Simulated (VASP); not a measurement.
**MgO: single point with PBE**

The system is MgO.

```
Mg O
1.0
     3.28053    0.00000    0.00000
    -1.64026    2.84102    0.00000
     0.00000    0.00000   10.51390
Mg O
4 4
Direct
  0.30499 0.74410 0.96949
  0.01976 0.94601 0.22082
  0.98024 0.05399 0.72082
  0.69501 0.25590 0.46949
  0.31196 0.72507 0.78004
  0.02593 0.92916 0.52964
  0.97407 0.07084 0.02964
  0.68804 0.27493 0.28004
```

This cell differs from its parent crystal: atoms displaced along several vibrational modes.

| Item | Value |
| --- | --- |
| Program | VASP 6.6.1 |
| Task | single point |
| Functional | PBE |
| Potentials or basis | VASP PAW PBE potentials, release 64 (Mg, O) |
| Cutoff | 520 eV |
| k mesh | 9 × 9 × 2 |
| Occupations | gaussian, width 0.05 eV |
| Spin | no spin polarisation |

```json
{
  "Pressure": "-1.0 GPa",
  "Largest force": "0.448 eV/Å",
  "Band gap on the k mesh": "3.16 eV"
}
```

Forces in eV/Å, atoms in the order of the input:
```
Mg   0.339 -0.245 -0.164
Mg  -0.233  0.171 -0.099
Mg   0.233 -0.171 -0.099
Mg  -0.339  0.245 -0.164
O    0.207 -0.118  0.068
O   -0.221  0.150  0.194
O    0.221 -0.150  0.194
O   -0.207  0.118  0.068
```

Stress tensor (GPa, compression positive):
```
 0.54 -1.12  0.00
-1.12 -3.42  0.00
 0.00  0.00 -0.05
```

Levels at points of the mesh, in eV from the valence-band top:
| k point | band 13 | band 14 | band 15 | band 16 | band 17 | band 18 | band 19 | band 20 |
| --- | --- | --- | --- | --- | --- | --- | --- | --- |
| (0.00, 0.00, 0.00) | -0.35 | -0.30 | -0.27 | 0.00 | 3.16 | 5.41 | 5.65 | 8.16 |
| (0.00, 0.00, 0.50) | -0.32 | -0.32 | -0.28 | -0.28 | 4.00 | 4.00 | 7.08 | 7.08 |

Wall time 94 s on 1 thread of AMD EPYC 9R45 96-Core Processor (Zen 5), on a shared host, peak memory 0.27 GiB.

Caveat: the cell differs from its parent crystal (atoms displaced along several vibrational modes).
